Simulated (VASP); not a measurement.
A run of VASP 6.6.1 is set up as follows.

File INCAR:

```
SYSTEM = MgI2
PREC     = Accurate       ! precision mode
ENCUT    = 520            ! plane-wave cutoff, eV
EDIFF    = 1E-8           ! SCF threshold, eV
ISMEAR   = -1             ! smearing method
SIGMA    = 0.03           ! smearing width, eV
LREAL    = .False.        ! projectors in reciprocal space
LASPH    = .True.         ! aspherical terms in the spheres
NELM     = 60             ! most SCF steps
ALGO     = Normal         ! electronic algorithm
ISIF     = 2              ! what is computed and relaxed
LWAVE    = .False.        ! write WAVECAR
LCHARG   = .False.        ! write CHGCAR
GGA      = PS             ! functional
LEFG     = .True.       
NBANDS   = 15             ! bands
```

The input KPOINTS:

```
regular mesh
0
Gamma
  7 7 4
  0 0 0
```

File POSCAR:

```
MgI2
1.0
    4.1537001214      0.0207685006      0.0207685006
   -2.0588640116      3.5868255745      0.0076017988
    0.0343100000      0.0343100000      6.8620000000
Mg I
1 2
Direct
    0.0000000000      0.0000000000      0.0000000000
    0.3333333333      0.6666666667      0.7576300000
    0.6666666667      0.3333333333      0.2423700000
```

Potentials or basis: VASP PAW PBE potentials, release 64 (Mg, I).

The run is started by

```console
$ cat potpaw_PBE.64/Mg/POTCAR potpaw_PBE.64/I/POTCAR > POTCAR
$ mpirun -np 1 vasp_std > vasp.out
```

Problem. Estimate the band gap on the k mesh.

Solution. 3.44 eV, indirect (least direct gap 3.57 eV).

Problem. Predict the pressure.

Solution. -0.2 GPa.

Problem. Estimate the largest force.

Solution. 0.053 eV/Å.

Electric field gradients, principal values (V/Å²):
```tsv
atom	least	middle	greatest (by size)
1 Mg	-1.010	-1.267	2.277
2 I	19.198	29.917	-49.115
3 I	19.198	29.917	-49.115
```

Caveat: the cell differs from its parent crystal (equal xy, yz and zx shear strains of +1 %); without QUAD_EFG the Cq values of the log hold for a quadrupole moment of 1 mb, not for the nuclei; the PAW data sets were made with another functional, which shifts forces and pressure a little; spin-orbit coupling is left out, which moves the levels of the heavy elements. A k mesh can miss the band edges.
